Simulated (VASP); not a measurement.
# B (Cmce) in VASP: relaxation of cell and atoms with r2SCAN

Aim: the relaxation of cell and atoms of B with r2SCAN.

All numbers are computed with VASP 6.6.1; they aren't measurements. Logs are shortened: lines on timing, memory, paths and dates and some standing lists are left out, and cuts for length are marked.

### 1 The cell of the first run

Symmetry: Cmce, No. 64, orthorhombic system. Conventional cell: a = 4.037 Å, b = 2.668 Å, c = 5.442 Å, α = 90.00°, β = 90.00°, γ = 90.00°. B (site symmetry m) has 3 B at 1.50 to 1.97 Å within 2.0 Å.

### 2 Relaxation of cell and atoms, r2SCAN

Contents of POSCAR:

```
B
1.0
    2.0183250730     -1.3339584735      0.0000000000
    2.0183250730      1.3339584735      0.0000000000
    0.0000000000      0.0000000000      5.4415490596
B
4
Direct
    0.8500000000      0.1500000000      0.1170000000
    0.6500000000      0.3500000000      0.6170000000
    0.1500000000      0.8500000000      0.8830000000
    0.3500000000      0.6500000000      0.3830000000
```

Contents of INCAR.step1:

```
SYSTEM = B
PREC     = Accurate       ! precision mode
ENCUT    = 600            ! plane-wave cutoff, eV
ISMEAR   = 0              ! smearing method
SIGMA    = 0.1            ! smearing width, eV
LREAL    = .FALSE.        ! projectors in reciprocal space
LASPH    = .TRUE.         ! aspherical terms in the spheres
NELM     = 100            ! most SCF steps
GGA      = PE             ! functional
ALGO     = Normal         ! electronic algorithm
EDIFF    = 1E-4           ! SCF threshold, eV
LWAVE    = .TRUE.         ! write WAVECAR
LCHARG   = .FALSE.        ! write CHGCAR
```

Contents of INCAR.step2:

```
SYSTEM = B
PREC     = Accurate       ! precision mode
ENCUT    = 600            ! plane-wave cutoff, eV
EDIFF    = 1E-6           ! SCF threshold, eV
ISMEAR   = 0              ! smearing method
SIGMA    = 0.1            ! smearing width, eV
LREAL    = .FALSE.        ! projectors in reciprocal space
LASPH    = .TRUE.         ! aspherical terms in the spheres
NELM     = 100            ! most SCF steps
ALGO     = Normal         ! electronic algorithm
ISIF     = 3              ! what is computed and relaxed
LWAVE    = .FALSE.        ! write WAVECAR
LCHARG   = .FALSE.        ! write CHGCAR
METAGGA  = R2SCAN         ! meta-GGA
LMIXTAU  = .TRUE.       
IBRION   = 2              ! ionic algorithm
NSW      = 90             ! ionic steps
EDIFFG   = -0.04          ! ionic threshold
ISTART   = 1
```

Contents of KPOINTS:

```
Automatic mesh
0
G
  8 8 4
  0 0 0
```

Potentials or basis: VASP PAW PBE potentials, release 64 (B).

Started as:

```bash
> cat potpaw_PBE.64/B/POTCAR > POTCAR
> cp INCAR.step1 INCAR
> mpirun -np 1 vasp_std > vasp.out
> cp INCAR.step2 INCAR
> mpirun -np 1 vasp_std > vasp.out
```

OUTCAR:

```text
SYSTEM = B
   PREC = Accurate
   ENCUT = 600
   EDIFF = 1E-6
   ISMEAR = 0
   LREAL = .FALSE.
   LASPH = .TRUE.
   NELM = 100
   ISIF = 3
   METAGGA = R2SCAN
   IBRION = 2
   NSW = 90
   EDIFFG = -0.04
   ISTART = 1

 ion  position               nearest neighbor table
   1  0.850  0.150  0.117-   3 1.50   4 1.97   4 1.97
   2  0.650  0.350  0.617-   4 1.50   3 1.97   3 1.97
   3  0.150  0.850  0.883-   1 1.50   2 1.97   2 1.97
   4  0.350  0.650  0.383-   2 1.50   1 1.97   1 1.97

  LATTYP: Found a base centered orthorhombic cell.
 ALAT       =     2.6679169470
 B/A-ratio  =     1.5130344108
 C/A-ratio  =     2.0396246089

  Lattice vectors:

 A1 = (  -2.0183250730,  -1.3339584735,   0.0000000000)
 A2 = (   2.0183250730,  -1.3339584735,   0.0000000000)
 A3 = (   0.0000000000,   0.0000000000,   5.4415490596)

Analysis of symmetry for initial positions (statically):
=====================================================================
 Subroutine PRICEL returns:
 Original cell was already a primitive cell.

 Routine SETGRP: Setting up the symmetry group for a
 base centered orthorhombic supercell.

 Subroutine GETGRP returns: Found  8 space group operations
 (whereof  4 operations were pure point group operations)
 out of a pool of  8 trial point group operations.

The static configuration has the point symmetry C_2h.
 The point group associated with its full space group is D_2h.

Analysis of symmetry for dynamics (positions and initial velocities):
=====================================================================
 Subroutine PRICEL returns:
 Original cell was already a primitive cell.

 Routine SETGRP: Setting up the symmetry group for a
 base centered orthorhombic supercell.

 Subroutine GETGRP returns: Found  8 space group operations
 (whereof  4 operations were pure point group operations)
 out of a pool of  8 trial point group operations.

The dynamic configuration has the point symmetry C_2h.
 The point group associated with its full space group is D_2h.

 Subroutine INISYM returns: Found  8 space group operations
 (whereof  4 operations are pure point group operations),
 and found     1 'primitive' translations

----------------------------------------------------------------------------------------

                                     Primitive cell

  volume of cell :      29.3012

  direct lattice vectors                    reciprocal lattice vectors
     2.018325073 -1.333958474  0.000000000     0.247730163 -0.374824262  0.000000000
     2.018325073  1.333958474  0.000000000     0.247730163  0.374824262  0.000000000
     0.000000000  0.000000000  5.441549060     0.000000000  0.000000000  0.183771200

  length of vectors
     2.419314223  2.419314223  5.441549060     0.449292178  0.449292178  0.183771200

  position of ions in fractional coordinates (direct lattice)
     0.850000000  0.150000000  0.117000000
     0.650000000  0.350000000  0.617000000
     0.150000000  0.850000000  0.883000000
     0.350000000  0.650000000  0.383000000

  ion indices of the primitive-cell ions
   primitive index   ion index
                 1           1
                 2           2
                 3           3
                 4           4

----------------------------------------------------------------------------------------

 KPOINTS: Automatic mesh

Automatic generation of k-mesh.
 Grid dimensions read from file:
 generate k-points for:    8    8    4

 Generating k-lattice:

  Cartesian coordinates                     Fractional coordinates (reciprocal lattice)
     0.030966270 -0.046853033  0.000000000     0.125000000  0.000000000  0.000000000
     0.030966270  0.046853033  0.000000000     0.000000000  0.125000000  0.000000000
     0.000000000  0.000000000  0.045942800     0.000000000  0.000000000  0.250000000

  Length of vectors
     0.056161522  0.056161522  0.045942800

  Shift w.r.t. Gamma in fractional coordinates (k-lattice)
     0.000000000  0.000000000  0.000000000

 Subroutine IBZKPT returns following result:
 ===========================================

 Found     63 irreducible k-points:

 Following reciprocal coordinates:
            Coordinates               Weight
  0.000000  0.000000  0.000000      1.000000
  0.125000  0.000000  0.000000      4.000000
  0.250000  0.000000  0.000000      4.000000
  0.375000 -0.000000  0.000000      4.000000
  0.500000  0.000000  0.000000      2.000000
  0.125000  0.125000  0.000000      2.000000
[... 16 lines left out ...]
  0.125000  0.000000  0.250000      8.000000
  0.250000  0.000000  0.250000      8.000000
 [... further k-points ...]
   k-points           NKPTS =     63   k-points in BZ     NKDIM =     63   number of bands    NBANDS=     10
   number of dos      NEDOS =    301   number of ions     NIONS =      4
   total plane-waves  NPLWV =  19200
   dimension x,y,z NGX =    20 NGY =   20 NGZ =   48
   dimension x,y,z NGXF=    40 NGYF=   40 NGZF=   96
   ions per type =               4
   NGX,Y,Z   is equivalent  to a cutoff of  13.74, 13.74, 14.66 a.u.
   NGXF,Y,Z  is equivalent  to a cutoff of  27.49, 27.49, 29.33 a.u.
 SYSTEM =  B
   PREC   = accura    normal or accurate (medium, high low for compatibility)
   ISTART =      1    job   : 0-new  1-cont  2-samecut
   ICHARG =      0    charge: 1-file 2-atom 10-const
   ISPIN  =      1    spin polarized calculation?
   LNONCOLLINEAR =      F non collinear calculations
   LSORBIT =      F    spin-orbit coupling
   LASPH  =      T    aspherical Exc in radial PAW
   ENCUT  =  600.0 eV  44.10 Ry    6.64 a.u.   4.83  4.83 10.87*2*pi/ulx,y,z
   NELM   =    100;   NELMIN=  2; NELMDL=  0     # of ELM steps
   EDIFF  = 0.1E-05   stopping-criterion for ELM
   LREAL  =      F    real-space projection
   EDIFFG = -.4E-01   stopping-criterion for IOM
   NSW    =     90    number of steps for IOM
   IBRION =      2    ionic relax: 0-MD 1-quasi-New 2-CG
   NFREE  =      1    steps in history (QN), initial steepest desc. (CG)
   ISIF   =      3    stress and relaxation
   ISYM   =      2    0-nonsym 1-usesym 2-fastsym
   POTIM  = 0.5000    time-step for ionic-motion
   TEBEG  =    0.0;   TEEND  =   0.0 temperature during run
   PSTRESS=    0.0 pullay stress
   NELECT =      12.0000    total number of electrons
   NUPDOWN=      -1.0000    fix difference up-down
   EMIN   =  10.00;   EMAX   =-10.00  energy-range for DOS
   EFERMI =   0.00;   METHOD = LEGACY
   ISMEAR =     0;   SIGMA  =   0.10  broadening in eV -4-tet -1-fermi 0-gaus
   EFERMI_NEDOS =   21; number of points for ismear=-14 and -15
   IALGO  =     38    algorithm
   IMIX   =      4    mixing-type and parameters
     AMIX     =   0.40;   BMIX     =  1.00
     AMIX_MAG =   1.60;   BMIX_MAG =  1.00
  volume/ion in A,a.u.               =       7.33        49.43
  Fermi-wavevector in a.u.,A,eV,Ry     =   1.215738  2.297411 20.109661  1.478018
  Thomas-Fermi vector in A             =   2.351115
   LORBIT       =      0    0 simple, 1 ext, 2 COOP (PROOUT), +10 PAW based schemes
   METAGGA = R2SCAN    functional components
   LHFCALC =     F    Hartree Fock is set to
   AEXX    =    0.0000 exact exchange contribution
   IVDW    =     0    specifies the selected vdW correction
   LEPSILON=     F    determine dielectric tensor
   LRPA    =     F    only Hartree local field effects (RPA)
 conjugate gradient relaxation of ions
 non-spin polarized calculation
 Gauss-broadening in eV      SIGMA  =   0.10
  energy-cutoff  :      600.00
  volume of cell :       29.30
 maximum number of plane-waves:       996
   NGX =  9   NGY =  9   NGZ = 21

--------------------------------------- Ionic step        1  -------------------------------------------

 number of electron      12.0000000 magnetization

 Free energy of the ion-electron system (eV)
  ---------------------------------------------------
  ext. energy  EPLUGINS =         0.00000000
  ---------------------------------------------------
  free energy    TOTEN  =       -22.66949436 eV

  energy without entropy =      -22.66602549  energy(sigma->0) =      -22.66775992

------------------------ aborting loop because EDIFF is reached ----------------------------------------

  FORCE on cell =-STRESS in cart. coord.  units (eV):
  Direction    XX          YY          ZZ          XY          YZ          ZX
  --------------------------------------------------------------------------------------
  -------------------------------------------------------------------------------------
  Total       -0.7955295      0.1578568      7.7296644      0.0000000     -0.0000000      0.0000000
  in kB      -43.4991604      8.6315334    422.6542617      0.0000000     -0.0000000      0.0000000
  external PRESSURE =     129.2622116 kB  Pullay stress =       0.0000000 kB
[... 95 lines left out ...]
  FREE ENERGIE OF THE ION-ELECTRON SYSTEM (eV)
  ---------------------------------------------------
  free  energy   TOTEN  =       -23.9489797938 eV

  energy  without entropy=      -23.9444913760  energy(sigma->0) =      -23.94673558

[... ionic steps 4 to 25 ...]

--------------------------------------- Ionic step       26  -------------------------------------------

 number of electron      12.0000000 magnetization

------------------------ aborting loop because EDIFF is reached ----------------------------------------

  FORCE on cell =-STRESS in cart. coord.  units (eV):
  Direction    XX          YY          ZZ          XY          YZ          ZX
  --------------------------------------------------------------------------------------
  -------------------------------------------------------------------------------------
  Total        0.0550547      0.0506929     -0.0594724      0.0000000      0.0000000      0.0000000
  in kB        3.2678171      3.0089177     -3.5300344      0.0000000      0.0000000      0.0000000
  external PRESSURE =       0.9155668 kB  Pullay stress =       0.0000000 kB
[... 61 lines left out ...]
  energy  without entropy=      -26.9581688235  energy(sigma->0) =      -26.95985647

--------------------------------------- Ionic step       28  -------------------------------------------

 number of electron      12.0000000 magnetization

 Free energy of the ion-electron system (eV)
  ---------------------------------------------------
  ext. energy  EPLUGINS =         0.00000000
  ---------------------------------------------------
  free energy    TOTEN  =       -26.96169486 eV

  energy without entropy =      -26.95824916  energy(sigma->0) =      -26.95997201

 E-fermi :   7.4223     XC(G=0): -13.0035

 val. band max:        7.3984293264   @ k =   0.2500   0.2500   0.0000
 cond. band min:       7.5044101196   @ k =  -0.3750   0.2500   0.5000
 fundamental gap:      0.1059807932
 Fermi energy:         7.4222750241

 k-point     1 :       0.0000    0.0000    0.0000
  band No.  band energies     occupation
      1      -9.9332      2.00000
      2      -6.8533      2.00000
      3      -4.1170      2.00000
      4       4.4041      2.00000
      5      10.4347      0.00000
      6      11.2036      0.00000
      7      12.7389      0.00000
      8      12.9294      0.00000
      9      15.5200      0.00000
     10      19.6494      0.00000
[... 287 lines left out ...]
 k-point    24 :       0.2500    0.0000    0.2500
  band No.  band energies     occupation
      1      -8.0735      2.00000
      2      -6.1850      2.00000
      3      -1.2026      2.00000
      4       3.6977      2.00000
      5       4.4886      2.00000
      6       5.9955      2.00000
      7      13.1873      0.00000
      8      14.1718      0.00000
      9      14.8125      0.00000
     10      16.2796      0.00000

 [... further k-points ...]

------------------------ aborting loop because EDIFF is reached ----------------------------------------

  FORCE on cell =-STRESS in cart. coord.  units (eV):
  Direction    XX          YY          ZZ          XY          YZ          ZX
  --------------------------------------------------------------------------------------
  -------------------------------------------------------------------------------------
  Total       -0.0493698      0.0060584      0.0072314      0.0000000      0.0000000      0.0000000
  in kB       -2.9258817      0.3590460      0.4285645      0.0000000      0.0000000      0.0000000
  external PRESSURE =      -0.7127571 kB  Pullay stress =       0.0000000 kB
[... 19 lines left out ...]
  FREE ENERGIE OF THE ION-ELECTRON SYSTEM (eV)
  ---------------------------------------------------
  free  energy   TOTEN  =       -26.9616948615 eV

  energy  without entropy=      -26.9582491641  energy(sigma->0) =      -26.95997201

 reached required accuracy - stopping structural energy minimisation
```

It took 15 min on 1 thread of Intel Xeon Platinum 8488C (Sapphire Rapids), shared host; peak memory 0.16 GiB.

Results:

```
Free energy                           : -26.9617 eV
Relaxed volume                        : 6.76 Å³/atom
Relaxed cell                          : a = 2.249 Å, b = 2.249 Å, c = 5.396 Å, α = 90.00°, β = 90.00°, γ = 82.17°
Space group after relaxing (to 0.1 Å) : Fmmm (No. 69)
Energy gained by relaxing             : 1073.1 meV/atom
Ionic steps                           : 28
Pressure after relaxing               : -0.1 GPa
Largest force after relaxing          : 0.004 eV/Å
Band gap on the k mesh                : zero (bands 6 and 7 overlap by 7.14 eV)
```

Forces on the atoms (eV/Å):
```
B    0.000  0.001  0.004
B    0.000 -0.001  0.004
B    0.000 -0.001 -0.004
B    0.000  0.001 -0.004
```

Step by step:
```
step  energy change (eV)  largest force (eV/Å)  pressure (GPa)  volume (Å³)
   1              0.0000                5.5399           12.93        29.30
   2             -0.4840                2.3593           -3.69        31.79
   3             -1.2795                2.1823          -11.56        30.45
   4             -1.2870                2.1719          -11.22        30.39
   5             -1.2901                2.1615          -10.62        30.30
   6             -2.0217                2.3070            5.58        28.74
   7             -2.1302                3.2644           21.19        27.66
   8             -2.1512                2.8031           15.89        27.99
   9             -2.5623                2.4843           15.60        27.96
  10             -3.4374                1.6592           14.56        27.86
  11             -3.0627                2.2431            8.54        27.57
  12             -3.6120                1.6047           12.79        27.76
  13             -3.9613                0.5022           -0.31        28.62
  14             -3.9904                1.0189           -3.54        28.89
  15             -4.1395                0.5307           -7.17        28.81
  16             -4.1820                0.3553           -9.02        28.75
  17             -4.1951                0.5724          -11.84        28.61
  18             -4.2020                0.4204          -10.82        28.67
  19             -4.2624                0.2505           -3.91        27.59
  20             -4.2693                0.1951            0.27        27.05
  21             -4.2696                0.2031           -0.46        27.14
  22             -4.2820                0.1771            0.15        27.00
  23             -4.2852                0.1634            0.71        26.89
  24             -4.2882                0.1412            0.57        26.92
  25             -4.2884                0.1837            0.55        26.93
  26             -4.2907                0.1117            0.09        26.99
  27             -4.2920                0.0060           -0.58        27.08
  28             -4.2922                0.0040           -0.07        27.03
```

Final structure:
```cif
data_structure
_symmetry_space_group_name_H-M 'P 1'
_symmetry_Int_Tables_number 1
_cell_length_a 2.2489
_cell_length_b 2.2489
_cell_length_c 5.3958
_cell_angle_alpha 90.000
_cell_angle_beta 90.000
_cell_angle_gamma 82.168
_cell_volume 27.03
loop_
_atom_site_label
_atom_site_type_symbol
_atom_site_fract_x
_atom_site_fract_y
_atom_site_fract_z
_atom_site_occupancy
B1 B 0.00004 0.99996 0.15710 1
B2 B 0.49996 0.50004 0.65710 1
B3 B 0.99996 0.00004 0.84290 1
B4 B 0.50004 0.49996 0.34290 1
```

Caveat: the PAW data sets were made with another functional, which shifts forces and pressure a little.
